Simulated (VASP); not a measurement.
# KI (Fm-3m) in VASP: further runs

KI is run at these levels: PBE; tasks: single point, relaxation of cell and atoms.

Program: VASP 6.6.1. These are calculated values, not measurements. Logs are shortened: lines on timing, memory, paths and dates and some standing lists are left out, and cuts for length are marked.

### Step 1. The cell of the first run

It takes space group Fm-3m (No. 225, cubic). The conventional cell has a = 7.189 Å, b = 7.189 Å, c = 7.189 Å, α = 90.00°, β = 90.00°, γ = 90.00°. K (site symmetry m-3m) has 6 I at 3.59 Å within 4.7 Å. Within 4.7 Å of I (site symmetry m-3m) lie 6 K at 3.59 Å.

### Step 2. Single point, PBE

File INCAR:

```
ALGO = Normal
EDIFF = 1E-6
ENCUT = 520
GGA = PE
ISIF = 2
ISMEAR = 0
LASPH = T
LCHARG = F
LREAL = F
LWAVE = F
NBANDS = 15
NELM = 80
PREC = Accurate
SIGMA = 0.02
```

File KPOINTS:

```
k-points
0
Gamma
  6 6 6
```

File POSCAR:

```
KI
1.0
    0.0000000000      3.5945582318      3.5945582318
    3.5945582318      0.0000000000      3.5945582318
    3.5945582318      3.5945582318      0.0000000000
K I
1 1
Direct
    0.0000000000      0.0000000000      0.0000000000
    0.5000000000      0.5000000000      0.5000000000
```

Potentials or basis: VASP PAW PBE potentials, release 64 (K_sv, I).

On the command line:

```console
> cat potpaw_PBE.64/K_sv/POTCAR potpaw_PBE.64/I/POTCAR > POTCAR
> mpirun -np 1 vasp_std > vasp.out
```

OUTCAR:

```text
EDIFF = 1E-6
   ENCUT = 520
   GGA = PE
   ISIF = 2
   ISMEAR = 0
   LASPH = T
   LREAL = F
   NELM = 80
   PREC = Accurate

 ion  position               nearest neighbor table
   1  0.000  0.000  0.000-   2 3.59   2 3.59   2 3.59   2 3.59   2 3.59   2 3.59
   2  0.500  0.500  0.500-   1 3.59   1 3.59   1 3.59   1 3.59   1 3.59   1 3.59

  LATTYP: Found a face centered cubic cell.
 ALAT       =     7.1891164636

  Lattice vectors:

 A1 = (   0.0000000000,   3.5945582318,   3.5945582318)
 A2 = (   3.5945582318,   0.0000000000,   3.5945582318)
 A3 = (   3.5945582318,   3.5945582318,   0.0000000000)

Analysis of symmetry for initial positions (statically):
[... 33 lines left out ...]
                                     Primitive cell

  volume of cell :      92.8895

  direct lattice vectors                    reciprocal lattice vectors
     0.000000000  3.594558232  3.594558232    -0.139099151  0.139099151  0.139099151
     3.594558232  0.000000000  3.594558232     0.139099151 -0.139099151  0.139099151
     3.594558232  3.594558232  0.000000000     0.139099151  0.139099151 -0.139099151

  length of vectors
     5.083473002  5.083473002  5.083473002     0.240926798  0.240926798  0.240926798

  position of ions in fractional coordinates (direct lattice)
     0.000000000  0.000000000  0.000000000
     0.500000000  0.500000000  0.500000000

  ion indices of the primitive-cell ions
   primitive index   ion index
                 1           1
                 2           2

----------------------------------------------------------------------------------------

 KPOINTS: k-points

Automatic generation of k-mesh.
 Grid dimensions read from file:
 generate k-points for:    6    6    6

 Generating k-lattice:

  Cartesian coordinates                     Fractional coordinates (reciprocal lattice)
    -0.023183192  0.023183192  0.023183192     0.166666667  0.000000000  0.000000000
     0.023183192 -0.023183192  0.023183192     0.000000000  0.166666667  0.000000000
     0.023183192  0.023183192 -0.023183192     0.000000000  0.000000000  0.166666667

  Length of vectors
     0.040154466  0.040154466  0.040154466

  Shift w.r.t. Gamma in fractional coordinates (k-lattice)
     0.000000000  0.000000000  0.000000000

 Subroutine IBZKPT returns following result:
 ===========================================

 Found     16 irreducible k-points:

 Following reciprocal coordinates:
            Coordinates               Weight
  0.000000  0.000000  0.000000      1.000000
  0.166667  0.000000  0.000000      8.000000
  0.333333  0.000000  0.000000      8.000000
  0.500000  0.000000  0.000000      4.000000
  0.166667  0.166667  0.000000      6.000000
  0.333333  0.166667  0.000000     24.000000
[... 8 lines left out ...]
 -0.333333  0.333333  0.166667     24.000000
 -0.333333  0.500000  0.166667     12.000000
   k-points           NKPTS =     16   k-points in BZ     NKDIM =     16   number of bands    NBANDS=     15
   number of dos      NEDOS =    301   number of ions     NIONS =      2
   total plane-waves  NPLWV =  64000
   dimension x,y,z NGX =    40 NGY =   40 NGZ =   40
   dimension x,y,z NGXF=    80 NGYF=   80 NGZF=   80
   ions per type =               1   1
   NGX,Y,Z   is equivalent  to a cutoff of  13.08, 13.08, 13.08 a.u.
   NGXF,Y,Z  is equivalent  to a cutoff of  26.16, 26.16, 26.16 a.u.
 SYSTEM =  unknown system
   PREC   = accura    normal or accurate (medium, high low for compatibility)
   ISTART =      0    job   : 0-new  1-cont  2-samecut
   ICHARG =      2    charge: 1-file 2-atom 10-const
   ISPIN  =      1    spin polarized calculation?
   LNONCOLLINEAR =      F non collinear calculations
   LSORBIT =      F    spin-orbit coupling
   LASPH  =      T    aspherical Exc in radial PAW
   ENCUT  =  520.0 eV  38.22 Ry    6.18 a.u.   9.45  9.45  9.45*2*pi/ulx,y,z
   NELM   =     80;   NELMIN=  2; NELMDL= -5     # of ELM steps
   EDIFF  = 0.1E-05   stopping-criterion for ELM
   LREAL  =      F    real-space projection
   EDIFFG = 0.1E-04   stopping-criterion for IOM
   NSW    =      0    number of steps for IOM
   IBRION =     -1    ionic relax: 0-MD 1-quasi-New 2-CG
   NFREE  =      0    steps in history (QN), initial steepest desc. (CG)
   ISIF   =      2    stress and relaxation
   ISYM   =      2    0-nonsym 1-usesym 2-fastsym
   POTIM  = 0.5000    time-step for ionic-motion
   TEBEG  =    0.0;   TEEND  =   0.0 temperature during run
   PSTRESS=    0.0 pullay stress
   NELECT =      16.0000    total number of electrons
   NUPDOWN=      -1.0000    fix difference up-down
   EMIN   =  10.00;   EMAX   =-10.00  energy-range for DOS
   EFERMI =   0.00;   METHOD = LEGACY
   ISMEAR =     0;   SIGMA  =   0.02  broadening in eV -4-tet -1-fermi 0-gaus
   EFERMI_NEDOS =   21; number of points for ismear=-14 and -15
   IALGO  =     38    algorithm
   IMIX   =      4    mixing-type and parameters
     AMIX     =   0.40;   BMIX     =  1.00
     AMIX_MAG =   1.60;   BMIX_MAG =  1.00
  volume/ion in A,a.u.               =      46.44       313.42
  Fermi-wavevector in a.u.,A,eV,Ry     =   0.910876  1.721306 11.288689  0.829695
  Thomas-Fermi vector in A             =   2.035090
   LORBIT       =      0    0 simple, 1 ext, 2 COOP (PROOUT), +10 PAW based schemes
   GGA     = PE    functional components
   LHFCALC =     F    Hartree Fock is set to
   AEXX    =    0.0000 exact exchange contribution
   IVDW    =     0    specifies the selected vdW correction
   LEPSILON=     F    determine dielectric tensor
   LRPA    =     F    only Hartree local field effects (RPA)
 non-spin polarized calculation
 Gauss-broadening in eV      SIGMA  =   0.02
  energy-cutoff  :      520.00
  volume of cell :       92.89
 maximum number of plane-waves:      2529
 NGX is ok and might be reduce to    40
   NGX = 19   NGY = 19   NGZ = 19

 number of electron      16.0000001 magnetization

 Free energy of the ion-electron system (eV)
  ---------------------------------------------------
  ext. energy  EPLUGINS =         0.00000000
  ---------------------------------------------------
  free energy    TOTEN  =        -5.56516838 eV

  energy without entropy =       -5.56516838  energy(sigma->0) =       -5.56516838

 E-fermi :  -0.5256     XC(G=0):  -6.9767

 val. band max:       -0.6755215785   @ k =   0.0000   0.0000   0.0000
 cond. band min:       3.1697974887   @ k =   0.0000   0.0000   0.0000
 fundamental gap:      3.8453190673
 Fermi energy:        -0.5255715277

 k-point     1 :       0.0000    0.0000    0.0000
  band No.  band energies     occupation
      1     -29.2734      2.00000
      2     -12.7546      2.00000
      3     -12.7546      2.00000
      4     -12.7546      2.00000
      5     -11.1038      2.00000
      6      -0.6755      2.00000
      7      -0.6755      2.00000
      8      -0.6755      2.00000
      9       3.1698      0.00000
     10       5.8369      0.00000
     11       5.8369      0.00000
     12       5.8369      0.00000
     13       6.5202      0.00000
     14       6.5202      0.00000
     15       9.0475      0.00000

 k-point     2 :       0.1667    0.0000    0.0000
  band No.  band energies     occupation
      1     -29.2730      2.00000
      2     -12.7836      2.00000
      3     -12.7552      2.00000
      4     -12.7552      2.00000
      5     -11.0481      2.00000
      6      -1.0554      2.00000
      7      -0.7543      2.00000
      8      -0.7543      2.00000
      9       3.7652      0.00000
     10       5.7423      0.00000
     11       6.1132      0.00000
     12       6.1132      0.00000
     13       6.8095      0.00000
     14       6.8095      0.00000
     15       9.8658      0.00000

 k-point     3 :       0.3333    0.0000    0.0000
  band No.  band energies     occupation
      1     -29.2723      2.00000
      2     -12.8369      2.00000
      3     -12.7562      2.00000
      4     -12.7562      2.00000
      5     -10.9398      2.00000
      6      -1.6385      2.00000
      7      -0.9016      2.00000
      8      -0.9016      2.00000
      9       4.5820      0.00000
     10       6.2133      0.00000
     11       6.7757      0.00000
     12       6.7757      0.00000
     13       7.5839      0.00000
     14       7.5839      0.00000
     15       8.7864      0.00000

 k-point     4 :       0.5000    0.0000    0.0000
  band No.  band energies     occupation
      1     -29.2719      2.00000
      2     -12.8617      2.00000
      3     -12.7568      2.00000
      4     -12.7568      2.00000
      5     -10.8868      2.00000
      6      -1.8807      2.00000
      7      -0.9706      2.00000
      8      -0.9706      2.00000
      9       4.7904      0.00000
     10       6.8715      0.00000
     11       7.3609      0.00000
     12       7.3609      0.00000
     13       7.9336      0.00000
     14       7.9336      0.00000
     15       8.3504      0.00000
[... 163 lines left out ...]
 k-point    14 :       0.5000    0.3333    0.1667
  band No.  band energies     occupation
      1     -29.2718      2.00000
      2     -12.8170      2.00000
      3     -12.7703      2.00000
      4     -12.7621      2.00000
      5     -10.9404      2.00000
      6      -1.5796      2.00000
      7      -1.1029      2.00000
      8      -1.0122      2.00000
      9       5.2245      0.00000
     10       5.4267      0.00000
     11       6.4749      0.00000
     12       7.6074      0.00000
     13       7.7561      0.00000
     14       7.9699      0.00000
     15       9.0833      0.00000

 k-point    15 :      -0.3333    0.3333    0.1667
  band No.  band energies     occupation
      1     -29.2715      2.00000
      2     -12.8166      2.00000
      3     -12.7740      2.00000
      4     -12.7663      2.00000
      5     -10.9255      2.00000
      6      -1.5584      2.00000
      7      -1.2575      2.00000
      8      -1.0744      2.00000
      9       5.5376      0.00000
     10       5.8873      0.00000
     11       6.1881      0.00000
     12       7.4221      0.00000
     13       7.9550      0.00000
     14       8.4090      0.00000
     15       9.0313      0.00000

 k-point    16 :      -0.3333    0.5000    0.1667
  band No.  band energies     occupation
      1     -29.2714      2.00000
      2     -12.7857      2.00000
      3     -12.7850      2.00000
      4     -12.7744      2.00000
      5     -10.9493      2.00000
      6      -1.4757      2.00000
      7      -1.1904      2.00000
      8      -1.1673      2.00000
      9       5.0169      0.00000
     10       5.5728      0.00000
     11       6.6341      0.00000
     12       7.4612      0.00000
     13       7.7689      0.00000
     14       8.8306      0.00000
     15       9.1903      0.00000

------------------------ aborting loop because EDIFF is reached ----------------------------------------

  FORCE on cell =-STRESS in cart. coord.  units (eV):
  Direction    XX          YY          ZZ          XY          YZ          ZX
  --------------------------------------------------------------------------------------
  -------------------------------------------------------------------------------------
  Total       -0.0019955     -0.0019955     -0.0019955      0.0000000      0.0000000      0.0000000
  in kB       -0.0344184     -0.0344184     -0.0344184      0.0000000      0.0000000      0.0000000
  external PRESSURE =      -0.0344184 kB  Pullay stress =       0.0000000 kB

 VOLUME and BASIS-vectors are now :
 -----------------------------------------------------------------------------
  energy-cutoff  :      520.00
  volume of cell :       92.89
      direct lattice vectors                 reciprocal lattice vectors
     0.000000000  3.594558232  3.594558232    -0.139099151  0.139099151  0.139099151
     3.594558232  0.000000000  3.594558232     0.139099151 -0.139099151  0.139099151
     3.594558232  3.594558232  0.000000000     0.139099151  0.139099151 -0.139099151

 POSITION                                       TOTAL-FORCE (eV/Angst)
 -----------------------------------------------------------------------------------
      0.00000      0.00000      0.00000        -0.000000     -0.000000     -0.000000
      3.59456      3.59456      3.59456         0.000000      0.000000      0.000000
 -----------------------------------------------------------------------------------
    total drift:                                0.000000     -0.000000     -0.000000

  FREE ENERGIE OF THE ION-ELECTRON SYSTEM (eV)
  ---------------------------------------------------
  free  energy   TOTEN  =        -5.5651683781 eV

  energy  without entropy=       -5.5651683781  energy(sigma->0) =       -5.56516838
```

It took 26 s on 1 thread of Intel Xeon Platinum 8375C at 2.90GHz (Ice Lake), shared host; peak memory 0.24 GiB.

What came out:

| Item | Value |
| --- | --- |
| Free energy | -5.5652 eV |
| Pressure | 0.0 GPa |
| Band gap on the k mesh | 3.85 eV, direct |

Levels at points of the mesh, in eV from the valence-band top:
```tsv
k point	band 5	band 6	band 7	band 8	band 9	band 10	band 11	band 12
(0.00, 0.00, 0.00)	-10.43	0.00	0.00	0.00	3.85	6.51	6.51	6.51
(0.50, 0.00, 0.00)	-10.21	-1.21	-0.30	-0.30	5.47	7.55	8.04	8.04
(0.50, 0.50, 0.00)	-10.31	-0.92	-0.34	-0.34	5.01	5.64	8.04	8.55
```

Caveat: spin-orbit coupling is left out, which moves the levels of the heavy elements.

### Step 3. Relaxation of cell and atoms, PBE

This run uses another cell than the first one, of 38.09 Å³/atom, 0.820 times its volume.

File INCAR:

```
SYSTEM = KI
PREC = Accurate
ENCUT = 600
EDIFF = 1E-7
ISMEAR = 0
SIGMA = 0.02
LREAL = .False.
LASPH = .True.
NELM = 60
ALGO = Normal
ISIF = 3
LWAVE = .False.
LCHARG = .False.
GGA = PE
IBRION = 2
NSW = 80
EDIFFG = -0.01
```

File KPOINTS:

```
regular mesh
0
Gamma
  6 6 6
  0 0 0
```

File POSCAR:

```
KI
1.0
    0.0000000000      3.3647455697      3.3647455697
    3.3647455697      0.0000000000      3.3647455697
    3.3647455697      3.3647455697      0.0000000000
K I
1 1
Direct
    0.0000000000      0.0000000000      0.0000000000
    0.5000000000      0.5000000000      0.5000000000
```

Potentials or basis: VASP PAW PBE potentials, release 64 (K_sv, I).

On the command line:

```console
> cat potpaw_PBE.64/K_sv/POTCAR potpaw_PBE.64/I/POTCAR > POTCAR
> mpirun -np 1 vasp_std > vasp.out
```

It took 78 s on 1 thread of Intel Xeon Platinum 8375C at 2.90GHz (Ice Lake), shared host; peak memory 0.26 GiB.

Results (log left out):

```yaml
Free_energy: -5.5642 eV
Relaxed_volume: 46.29 Å³/atom
Relaxed_cell: a = 5.078 Å, b = 5.078 Å, c = 5.078 Å, α = 60.00°, β = 60.00°, γ = 60.00°
Space_group_after_relaxing_to_0.05_Å: Fm-3m (No. 225)
Energy_gained_by_relaxing: 72.3 meV/atom
Ionic_steps: 4
Pressure_after_relaxing: 0.0 GPa
Band_gap_on_the_k_mesh: 3.85 eV, direct
```

The path:
```csv
step,energy change (eV),largest force (eV/Å),pressure (GPa),volume (Å³)
1,0.0000,0.0000,3.38,76.19
2,-0.1215,0.0000,1.08,85.39
3,-0.1431,0.0000,0.24,90.85
4,-0.1445,0.0000,0.03,92.58
```

Final structure:
```
K I
1.0
     0.00000    3.59057    3.59057
     3.59057    0.00000    3.59057
     3.59057    3.59057    0.00000
K I
1 1
Direct
  0.00000 0.00000 0.00000
  0.50000 0.50000 0.50000
```

Levels at points of the mesh, in eV from the valence-band top:
| k point | band 6 | band 7 | band 8 | band 9 | band 10 | band 11 |
| --- | --- | --- | --- | --- | --- | --- |
| (0.00, 0.00, 0.00) | 0.00 | 0.00 | 0.00 | 3.85 | 6.51 | 6.51 |
| (0.50, 0.00, 0.00) | -1.21 | -0.30 | -0.30 | 5.47 | 7.56 | 8.04 |
| (0.50, 0.50, 0.00) | -0.92 | -0.34 | -0.34 | 5.01 | 5.65 | 8.04 |

Caveat: the volume moved by over 15 % at a fixed basis, so the end points are rough; spin-orbit coupling is left out, which moves the levels of the heavy elements. Expect the measured gap to be larger: semilocal functionals such as PBE lack the derivative discontinuity.

### Step 4. Single point, PBE

This run uses another cell than the first one, of 38.09 Å³/atom, 0.820 times its volume.

File INCAR:

```
PREC = Accurate
ENCUT = 500
EDIFF = 1E-6
ISMEAR = 0
SIGMA = 0.1
LREAL = False
LASPH = True
NELM = 120
ALGO = Normal
ISIF = 2
LWAVE = False
LCHARG = False
GGA = PE
NBANDS = 15
GGA_COMPAT = False
```

File KPOINTS:

```
Automatic mesh
0
Gamma
  6 6 6
```

POSCAR is that of step 3.

On the command line:

```console
> cat potpaw_PBE.64/K_sv/POTCAR potpaw_PBE.64/I/POTCAR > POTCAR
> mpirun -np 1 vasp_std > vasp.out
```

Run time: 30 s. Hardware: 1 thread of Intel Xeon 8259CL, shared host; peak memory 0.21 GiB.

Results (log left out):

| Item | Value |
| --- | --- |
| Free energy | -5.4195 eV |
| Pressure | 3.4 GPa |
| Band gap on the k mesh | 4.34 eV, direct |

Levels at points of the mesh, in eV from the valence-band top:
```
           k point  band 6  band 7  band 8  band 9  band 10  band 11
(0.00, 0.00, 0.00)    0.00    0.00    0.00    4.34     6.39     6.39
(0.50, 0.00, 0.00)   -1.69   -0.48   -0.48    5.66     8.07     8.44
(0.50, 0.50, 0.00)   -1.24   -0.45   -0.45    4.64     6.11     8.22
```

Caveat: spin-orbit coupling is left out, which moves the levels of the heavy elements. A k mesh can miss the band edges.

### Step 5. Single point, PBE

File INCAR:

```
SYSTEM = KI
PREC = Accurate
ENCUT = 500
EDIFF = 1E-6
ISMEAR = 0
SIGMA = 0.02
LREAL = .FALSE.
LASPH = .TRUE.
NELM = 120
ALGO = Normal
ISIF = 2
LWAVE = .FALSE.
LCHARG = .TRUE.
GGA = PE
LELF = .TRUE.
LVHAR = .TRUE.
NBANDS = 15
GGA_COMPAT = .FALSE.
```

File KPOINTS:

```
regular mesh
0
G
  6 6 6
  0 0 0
```

File POSCAR:

```
KI
1.0
    0.0000000000      3.5945582318      3.5945582318
    3.5945582318      0.0000000000      3.5945582318
    3.5945582318      3.5945582318      0.0000000000
K I
1 1
Direct
    0.0000000000      0.0000000000      0.0000000000
    0.5000000000      0.5000000000      0.5000000000
```

On the command line:

```console
> cat potpaw_PBE.64/K_sv/POTCAR potpaw_PBE.64/I/POTCAR > POTCAR
> mpirun -np 1 vasp_std > vasp.out
```

It took 47 s on 1 thread of Intel Xeon 8259CL, shared host; peak memory 0.24 GiB.

Results (log left out):

```yaml
Free_energy: -5.5651 eV
Pressure: 0.0 GPa
Band_gap_on_the_k_mesh: 3.85 eV, direct
```

Levels at points of the mesh, in eV from the valence-band top:
| k point | band 5 | band 6 | band 7 | band 8 | band 9 | band 10 | band 11 | band 12 |
| --- | --- | --- | --- | --- | --- | --- | --- | --- |
| (0.00, 0.00, 0.00) | -10.43 | 0.00 | 0.00 | 0.00 | 3.85 | 6.51 | 6.51 | 6.51 |
| (0.50, 0.00, 0.00) | -10.21 | -1.21 | -0.30 | -0.30 | 5.47 | 7.55 | 8.04 | 8.04 |
| (0.50, 0.50, 0.00) | -10.31 | -0.92 | -0.34 | -0.34 | 5.01 | 5.64 | 8.04 | 8.55 |

Caveat: spin-orbit coupling is left out, which moves the levels of the heavy elements.

### Step 6. The runs side by side

```tsv
task	cell	cutoff (eV)	smearing	gap on the mesh (eV)	pressure (GPa)
single point	a = 5.083 Å, angles 60.0°, 2 atoms	520	gaussian 0.02 eV	3.85	0.0
relaxation of cell and atoms	relaxed from a = 4.758 Å, angles 60.0°, 2 atoms	600	gaussian 0.02 eV	3.85	0.0
single point	a = 4.758 Å, angles 60.0°, 2 atoms	500	gaussian 0.1 eV	4.34	3.4
single point	a = 5.083 Å, angles 60.0°, 2 atoms	500	gaussian 0.02 eV	3.85	0.0
```

Alike in all rows: level PBE; potentials or basis VASP PAW PBE potentials, release 64 (K_sv, I); no spin polarisation; k mesh 6 × 6 × 6.

Caveats: spin-orbit coupling is left out, which moves the levels of the heavy elements; the volume moved by over 15 % at a fixed basis, so the end points are rough (some runs).

Absolute energies hang on the potentials; compare differences alone.
